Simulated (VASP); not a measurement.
# Pt (I4/mmm) in VASP: single point with r2SCAN

Aim: the single point of Pt with r2SCAN.

Everything below comes from runs of VASP 6.6.1. Logs are shortened: lines on timing, memory, paths and dates and some standing lists are left out, and cuts for length are marked.

### 1 The cell of the first run

Symmetry: I4/mmm, No. 139, tetragonal system. Conventional cell: a = 2.907 Å, b = 2.907 Å, c = 3.720 Å, α = 90.00°, β = 90.00°, γ = 90.00°. Pt (site symmetry 4/mmm) has 12 Pt at 2.77 to 2.91 Å within 3.7 Å.

### 2 Single point, r2SCAN (strain +0.050 along x and y, -0.050 along z)

POSCAR reads:

```
Pt
1.0
    0.0000000000      2.0557950000      1.8600050000
    2.0557950000      0.0000000000      1.8600050000
    2.0557950000      2.0557950000      0.0000000000
Pt
1
Direct
    0.0000000000      0.0000000000      0.0000000000
```

INCAR.step1 reads:

```
SYSTEM = Pt
PREC = Accurate ; ENCUT = 520
ISMEAR = 0 ; SIGMA = 0.15
LREAL = .FALSE. ; LASPH = .TRUE.
NELM = 60 ; NBANDS = 11
GGA = PE ; ALGO = Normal
EDIFF = 1E-4 ; LWAVE = .TRUE.
LCHARG = .FALSE.
```

INCAR.step2 reads:

```
SYSTEM = Pt
PREC = Accurate ; ENCUT = 520
EDIFF = 1E-6 ; ISMEAR = 0
SIGMA = 0.15 ; LREAL = .FALSE.
LASPH = .TRUE. ; NELM = 60
ALGO = Normal ; ISIF = 2
LWAVE = .FALSE. ; LCHARG = .TRUE.
METAGGA = R2SCAN ; LMIXTAU = .TRUE.
LELF = .TRUE. ; LVHAR = .TRUE.
NBANDS = 11 ; ISTART = 1
```

KPOINTS reads:

```
Automatic mesh
0
G
  20 20 20
  0 0 0
```

Potentials or basis: VASP PAW PBE potentials, release 64 (Pt).

Started as:

```
> cat potpaw_PBE.64/Pt/POTCAR > POTCAR
> cp INCAR.step1 INCAR
> mpirun -np 1 vasp_std > vasp.out
> cp INCAR.step2 INCAR
> mpirun -np 1 vasp_std > vasp.out
```

OUTCAR:

```text
SYSTEM = Pt
   PREC = Accurate
   ENCUT = 520
   EDIFF = 1E-6
   ISMEAR = 0
   LREAL = .FALSE.
   LASPH = .TRUE.
   NELM = 60
   ISIF = 2
   METAGGA = R2SCAN
   ISTART = 1

 ion  position               nearest neighbor table
   1  0.000  0.000  0.000-

  LATTYP: Found a body centered tetragonal cell.
 ALAT       =     2.9073331705
 C/A-ratio  =     1.2795265564

  Lattice vectors:

 A1 = (   0.0000000000,  -2.0557950000,  -1.8600050000)
 A2 = (   0.0000000000,   2.0557950000,  -1.8600050000)
 A3 = (   2.0557950000,   0.0000000000,   1.8600050000)

Analysis of symmetry for initial positions (statically):
=====================================================================
 Subroutine PRICEL returns:
 Original cell was already a primitive cell.

 Routine SETGRP: Setting up the symmetry group for a
 body centered tetragonal supercell.

 Subroutine GETGRP returns: Found 16 space group operations
 (whereof 16 operations were pure point group operations)
 out of a pool of 16 trial point group operations.

The static configuration has the point symmetry D_4h.

Analysis of symmetry for dynamics (positions and initial velocities):
=====================================================================
 Subroutine PRICEL returns:
 Original cell was already a primitive cell.

 Routine SETGRP: Setting up the symmetry group for a
 body centered tetragonal supercell.

 Subroutine GETGRP returns: Found 16 space group operations
 (whereof 16 operations were pure point group operations)
 out of a pool of 16 trial point group operations.

The dynamic configuration has the point symmetry D_4h.

 Subroutine INISYM returns: Found 16 space group operations
 (whereof 16 operations are pure point group operations),
 and found     1 'primitive' translations

----------------------------------------------------------------------------------------

                                     Primitive cell

  volume of cell :      15.7219

  direct lattice vectors                    reciprocal lattice vectors
     0.000000000  2.055795000  1.860005000    -0.243214912  0.243214912  0.268816482
     2.055795000  0.000000000  1.860005000     0.243214912 -0.243214912  0.268816482
     2.055795000  2.055795000  0.000000000     0.243214912  0.243214912 -0.268816482

  length of vectors
     2.772347684  2.772347684  2.907333170     0.436542424  0.436542424  0.436542424

  position of ions in fractional coordinates (direct lattice)
     0.000000000  0.000000000  0.000000000

  ion indices of the primitive-cell ions
   primitive index   ion index
                 1           1

----------------------------------------------------------------------------------------

 KPOINTS: Automatic mesh

Automatic generation of k-mesh.
 Grid dimensions read from file:
 generate k-points for:   20   20   20

 Generating k-lattice:

  Cartesian coordinates                     Fractional coordinates (reciprocal lattice)
    -0.012160746  0.012160746  0.013440824     0.050000000  0.000000000  0.000000000
     0.012160746 -0.012160746  0.013440824     0.000000000  0.050000000  0.000000000
     0.012160746  0.012160746 -0.013440824     0.000000000  0.000000000  0.050000000

  Length of vectors
     0.021827121  0.021827121  0.021827121

  Shift w.r.t. Gamma in fractional coordinates (k-lattice)
     0.000000000  0.000000000  0.000000000

 Subroutine IBZKPT returns following result:
 ===========================================

 Found    641 irreducible k-points:

 Following reciprocal coordinates:
            Coordinates               Weight
  0.000000  0.000000  0.000000      1.000000
  0.050000  0.000000  0.000000      8.000000
  0.100000  0.000000  0.000000      8.000000
  0.150000  0.000000  0.000000      8.000000
  0.200000  0.000000  0.000000      8.000000
  0.250000  0.000000  0.000000      8.000000
[... 16 lines left out ...]
 -0.400000  0.050000  0.000000      8.000000
 -0.350000  0.050000  0.000000      8.000000
 [... further k-points ...]
   k-points           NKPTS =    641   k-points in BZ     NKDIM =    641   number of bands    NBANDS=     11
   number of dos      NEDOS =    301   number of ions     NIONS =      1
   total plane-waves  NPLWV =  13824
   dimension x,y,z NGX =    24 NGY =   24 NGZ =   24
   dimension x,y,z NGXF=    48 NGYF=   48 NGZF=   48
   ions per type =               1
   NGX,Y,Z   is equivalent  to a cutoff of  14.39, 14.39, 13.72 a.u.
   NGXF,Y,Z  is equivalent  to a cutoff of  28.78, 28.78, 27.45 a.u.
 SYSTEM =  Pt
   PREC   = accura    normal or accurate (medium, high low for compatibility)
   ISTART =      1    job   : 0-new  1-cont  2-samecut
   ICHARG =      0    charge: 1-file 2-atom 10-const
   ISPIN  =      1    spin polarized calculation?
   LNONCOLLINEAR =      F non collinear calculations
   LSORBIT =      F    spin-orbit coupling
   LASPH  =      T    aspherical Exc in radial PAW
   ENCUT  =  520.0 eV  38.22 Ry    6.18 a.u.   5.15  5.15  5.41*2*pi/ulx,y,z
   NELM   =     60;   NELMIN=  2; NELMDL=  0     # of ELM steps
   EDIFF  = 0.1E-05   stopping-criterion for ELM
   LREAL  =      F    real-space projection
   EDIFFG = 0.1E-04   stopping-criterion for IOM
   NSW    =      0    number of steps for IOM
   IBRION =     -1    ionic relax: 0-MD 1-quasi-New 2-CG
   NFREE  =      0    steps in history (QN), initial steepest desc. (CG)
   ISIF   =      2    stress and relaxation
   ISYM   =      2    0-nonsym 1-usesym 2-fastsym
   POTIM  = 0.5000    time-step for ionic-motion
   TEBEG  =    0.0;   TEEND  =   0.0 temperature during run
   PSTRESS=    0.0 pullay stress
   NELECT =      10.0000    total number of electrons
   NUPDOWN=      -1.0000    fix difference up-down
   EMIN   =  10.00;   EMAX   =-10.00  energy-range for DOS
   EFERMI =   0.00;   METHOD = LEGACY
   ISMEAR =     0;   SIGMA  =   0.15  broadening in eV -4-tet -1-fermi 0-gaus
   EFERMI_NEDOS =   21; number of points for ismear=-14 and -15
   IALGO  =     38    algorithm
   IMIX   =      4    mixing-type and parameters
     AMIX     =   0.40;   BMIX     =  1.00
     AMIX_MAG =   1.60;   BMIX_MAG =  1.00
  volume/ion in A,a.u.               =      15.72       106.10
  Fermi-wavevector in a.u.,A,eV,Ry     =   1.407906  2.660556 26.969450  1.982199
  Thomas-Fermi vector in A             =   2.530118
   LORBIT       =      0    0 simple, 1 ext, 2 COOP (PROOUT), +10 PAW based schemes
   METAGGA = R2SCAN    functional components
   LHFCALC =     F    Hartree Fock is set to
   AEXX    =    0.0000 exact exchange contribution
   IVDW    =     0    specifies the selected vdW correction
   LEPSILON=     F    determine dielectric tensor
   LRPA    =     F    only Hartree local field effects (RPA)
 non-spin polarized calculation
 Gauss-broadening in eV      SIGMA  =   0.15
  energy-cutoff  :      520.00
  volume of cell :       15.72
 maximum number of plane-waves:       439
 NGX is ok and might be reduce to    24
   NGX = 11   NGY = 11   NGZ = 11

 number of electron      10.0000001 magnetization

 Free energy of the ion-electron system (eV)
  ---------------------------------------------------
  ext. energy  EPLUGINS =         0.00000000
  ---------------------------------------------------
  free energy    TOTEN  =       -51.48693930 eV

  energy without entropy =      -51.46861124  energy(sigma->0) =      -51.47777527

 E-fermi :  10.1867     XC(G=0): -14.3342

 val. band max:       10.1862898125   @ k =  -0.3500   0.1500   0.4500
 cond. band min:      10.1884370400   @ k =   0.4000   0.2500   0.0000
 fundamental gap:      0.0021472274
 Fermi energy:        10.1867473079

 k-point     1 :       0.0000    0.0000    0.0000
  band No.  band energies     occupation
      1       0.2238      2.00000
      2       6.2841      2.00000
      3       6.2841      2.00000
      4       7.3271      2.00000
      5       7.9517      2.00000
      6       9.1026      2.00000
      7      26.0075      0.00000
      8      29.9543      0.00000
      9      29.9543      0.00000
     10      32.5100      0.00000
     11      36.6812      0.00000

 k-point     2 :       0.0500    0.0000    0.0000
  band No.  band energies     occupation
      1       0.3254      2.00000
      2       6.2793      2.00000
      3       6.3226      2.00000
      4       7.3243      2.00000
      5       7.9447      2.00000
      6       9.0708      2.00000
      7      26.1545      0.00000
      8      29.7360      0.00000
      9      30.1003      0.00000
     10      32.2584      0.00000
     11      37.3103      0.00000

 k-point     3 :       0.1000    0.0000    0.0000
  band No.  band energies     occupation
      1       0.6227      2.00000
      2       6.2544      2.00000
      3       6.4186      2.00000
      4       7.3336      2.00000
      5       7.9457      2.00000
      6       8.9888      2.00000
      7      26.5547      0.00000
      8      28.9009      0.00000
      9      30.5285      0.00000
     10      32.2078      0.00000
     11      37.5358      0.00000

 k-point     4 :       0.1500    0.0000    0.0000
  band No.  band energies     occupation
      1       1.0912      2.00000
      2       6.2022      2.00000
      3       6.5113      2.00000
      4       7.3785      2.00000
      5       8.0208      2.00000
      6       8.8961      2.00000
      7      27.0296      0.00000
      8      27.6088      0.00000
      9      31.2071      0.00000
     10      32.6781      0.00000
     11      35.8896      0.00000

 k-point     5 :       0.2000    0.0000    0.0000
  band No.  band energies     occupation
      1       1.6778      2.00000
      2       6.1704      2.00000
      3       6.5253      2.00000
      4       7.4352      2.00000
      5       8.2488      2.00000
      6       8.8578      2.00000
      7      25.9161      0.00000
      8      27.5023      0.00000
      9      32.0700      0.00000
     10      33.3894      0.00000
     11      34.6454      0.00000
[... 211 lines left out ...]
 k-point    21 :       0.5000    0.0500    0.0000
  band No.  band energies     occupation
      1       3.2033      2.00000
      2       6.0348      2.00000
      3       6.9828      2.00000
      4       9.0672      2.00000
      5      10.5687      0.00032
      6      11.0160      0.00000
      7      16.1656      0.00000
      8      25.4083      0.00000
      9      28.7056      0.00000
     10      31.0361      0.00000
     11      38.0872      0.00000

 k-point    22 :      -0.4500    0.0500    0.0000
  band No.  band energies     occupation
      1       3.2038      2.00000
      2       6.0425      2.00000
      3       6.9745      2.00000
      4       9.0858      2.00000
      5      10.4235      0.02561
      6      10.7809      0.00000
      7      16.5292      0.00000
      8      25.4582      0.00000
      9      29.0509      0.00000
     10      30.8584      0.00000
     11      38.1295      0.00000

 k-point    23 :      -0.4000    0.0500    0.0000
  band No.  band energies     occupation
      1       3.1981      2.00000
      2       6.1022      2.00000
      3       7.0169      2.00000
      4       8.5458      2.00000
      5      10.0714      1.72329
      6      10.2472      0.56866
      7      17.9361      0.00000
      8      25.7238      0.00000
      9      29.8843      0.00000
     10      31.0107      0.00000
     11      37.6156      0.00000

 k-point    24 :      -0.3500    0.0500    0.0000
  band No.  band energies     occupation
      1       3.1370      2.00000
      2       6.2079      2.00000
      3       7.0941      2.00000
      4       7.6355      2.00000
      5       9.5801      2.00000
      6       9.8776      1.99644
      7      19.7897      0.00000
      8      26.1924      0.00000
      9      31.1402      0.00000
     10      31.3956      0.00000
     11      36.5908      0.00000

 [... further k-points ...]
[... 5 lines left out ...]
  --------------------------------------------------------------------------------------
  -------------------------------------------------------------------------------------
  Total       -0.6877479     -0.6877479     -0.2742573      0.0000000      0.0000000     -0.0000000
  in kB      -70.0867872    -70.0867872    -27.9489257      0.0000000      0.0000000     -0.0000000
  external PRESSURE =     -56.0408334 kB  Pullay stress =       0.0000000 kB

 VOLUME and BASIS-vectors are now :
 -----------------------------------------------------------------------------
  energy-cutoff  :      520.00
  volume of cell :       15.72
      direct lattice vectors                 reciprocal lattice vectors
     0.000000000  2.055795000  1.860005000    -0.243214912  0.243214912  0.268816482
     2.055795000  0.000000000  1.860005000     0.243214912 -0.243214912  0.268816482
     2.055795000  2.055795000  0.000000000     0.243214912  0.243214912 -0.268816482

 POSITION                                       TOTAL-FORCE (eV/Angst)
 -----------------------------------------------------------------------------------
      0.00000      0.00000      0.00000         0.000000      0.000000      0.000000
 -----------------------------------------------------------------------------------
    total drift:                               -0.000000     -0.000000     -0.000000

  FREE ENERGIE OF THE ION-ELECTRON SYSTEM (eV)
  ---------------------------------------------------
  free  energy   TOTEN  =       -51.4869393037 eV

  energy  without entropy=      -51.4686112407  energy(sigma->0) =      -51.47777527
```

Wall time 6.2 min (1 thread of AMD EPYC 7R13 (Zen 3), shared host); peak memory 0.21 GiB.

Results:

```
Free energy            : -51.4869 eV
Pressure               : -5.6 GPa
Band gap on the k mesh : zero (band 5 reaches 11.07 eV, above the bottom of band 6 at 8.43 eV)
```

Levels at points of the mesh, in eV from the Fermi level:
| k point | band 2 | band 3 | band 4 | band 5 | band 6 | band 7 | band 8 | band 9 |
| --- | --- | --- | --- | --- | --- | --- | --- | --- |
| (0.00, 0.00, 0.00) | -3.90 | -3.90 | -2.86 | -2.24 | -1.08 | 15.82 | 19.77 | 19.77 |
| (0.50, 0.00, 0.00) | -4.23 | -3.12 | -0.27 | -0.05 | 0.38 | 5.95 | 15.03 | 18.70 |
| (0.50, 0.50, 0.00) | -6.39 | 0.01 | 0.57 | 0.57 | 3.48 | 10.69 | 10.72 | 10.72 |
| (0.50, 0.00, 0.50) | -6.29 | -0.14 | 0.04 | 0.88 | 1.48 | 8.13 | 12.36 | 12.94 |

Caveat: the cell differs from its parent crystal (strain +0.050 along x and y, -0.050 along z); the PAW data sets were made with another functional, which shifts forces and pressure a little; spin-orbit coupling is left out, which moves the levels of the heavy elements.
